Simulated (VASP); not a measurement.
Write the native input for VASP 6.6.1 that does the following.

| Item | Value |
| --- | --- |
| Task | single point |
| Functional | LDA |
| Potentials or basis | VASP PAW LDA potentials, release 64 (Bi_d) |
| Cutoff | 520 eV |
| k mesh | 6 × 6 × 6 |
| Occupations | methfessel-paxton, width 0.1 eV |
| Spin | no spin polarisation |
| Dipole correction | no |
| Further INCAR settings | ALGO = Normal; EDIFF = 1e-06; NBANDS = 14 |

The structure of Bi lies in POSCAR:

```
Bi
1.0
   -4.2249691644      4.2249691644      1.4562018542
    4.2249691644     -4.2249691644      1.4562018542
    4.2249691644      4.2249691644     -1.4562018542
Bi
1
Direct
    0.0000000000      0.0000000000      0.0000000000
```

The input as run:

INCAR

```
  PREC = Accurate
  ENCUT = 520
  EDIFF = 1E-6
  ISMEAR = 1
  SIGMA = 0.1
  LREAL = F
  LASPH = T
  NELM = 60
  ALGO = Normal
  ISIF = 2
  LWAVE = F
  LCHARG = F
  NBANDS = 14
```

KPOINTS

```
Automatic mesh
0
Gamma
  6 6 6
```

Potentials or basis: VASP PAW LDA potentials, release 64 (Bi_d).

Command:

```bash
$ cat potpaw_LDA.64/Bi_d/POTCAR > POTCAR
$ mpirun -np 1 vasp_std > vasp.out
```

It gave:

```json
{
  "Pressure": "-0.2 GPa"
}
```

Caveat: the k points lie up to 0.38 Å⁻¹ apart.

It took 59 s on 1 thread of Intel Xeon 6975P-C, on a shared host, peak memory 0.25 GiB.
